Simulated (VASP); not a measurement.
Ge: relaxation of cell and atoms with PBEsol

Crystal: Ge.

```
CELL_PARAMETERS angstrom
0.00000 2.82853 2.82853
2.82853 0.00000 2.82853
2.82853 2.82853 0.00000
ATOMIC_POSITIONS crystal
Ge 0.87500 0.87500 0.87500
Ge 0.12500 0.12500 0.12500
```

```
Program                : VASP 6.6.1
Task                   : relaxation of cell and atoms
Functional             : PBEsol
Potentials or basis    : VASP PAW PBE potentials, release 64 (Ge_d)
Cutoff                 : 600 eV
k mesh                 : 13 × 13 × 13
Occupations            : fermi-dirac, width 0.05 eV
Spin                   : no spin polarisation
Dipole correction      : no
Further INCAR settings : ALGO = Normal; EDIFF = 1e-06; IBRION = 2; EDIFFG = -0.005; NSW = 60; ISIF = 3
```

The relaxed volume is 22.87 Å³/atom and the relaxed cell is a = 4.014 Å, b = 4.014 Å, c = 4.014 Å, α = 60.00°, β = 60.00°, γ = 60.00°. The space group after relaxing (to 0.1 Å) is Fd-3m (No. 227), the energy gained by relaxing is 0.4 meV/atom and the ionic steps are 5. The pressure after relaxing is 0.0 GPa. The band gap on the k mesh is zero (filled and empty bands touch).

The path:
```
step  energy change (eV)  largest force (eV/Å)  pressure (GPa)  volume (Å³)
   1              0.0000                0.0000            0.60        45.26
   2             -0.0007                0.0000           -0.08        45.82
   3             -0.0008                0.0000            0.10        45.72
   4             -0.0008                0.0000           -0.22        45.78
   5             -0.0008                0.0000           -0.02        45.74
```

Final structure:
```
Ge
1.0
     0.00000    2.83846    2.83846
     2.83846    0.00000    2.83846
     2.83846    2.83846    0.00000
Ge
2
Direct
  0.87500 0.87500 0.87500
  0.12500 0.12500 0.12500
```

Levels at points of the mesh, in eV from the Fermi level:
```
           k point  band 12  band 13  band 14  band 15  band 16  band 17
(0.00, 0.00, 0.00)    -0.12    -0.02    -0.02    -0.02     2.51     2.51
```

Wall time 4.3 min on 1 thread of Intel Xeon 8259CL, with other jobs on the host, peak memory 0.23 GiB.

Caveat: semilocal functionals underestimate gaps, so a narrow gap can read as zero; the PAW data sets were made with another functional, which shifts forces and pressure a little.
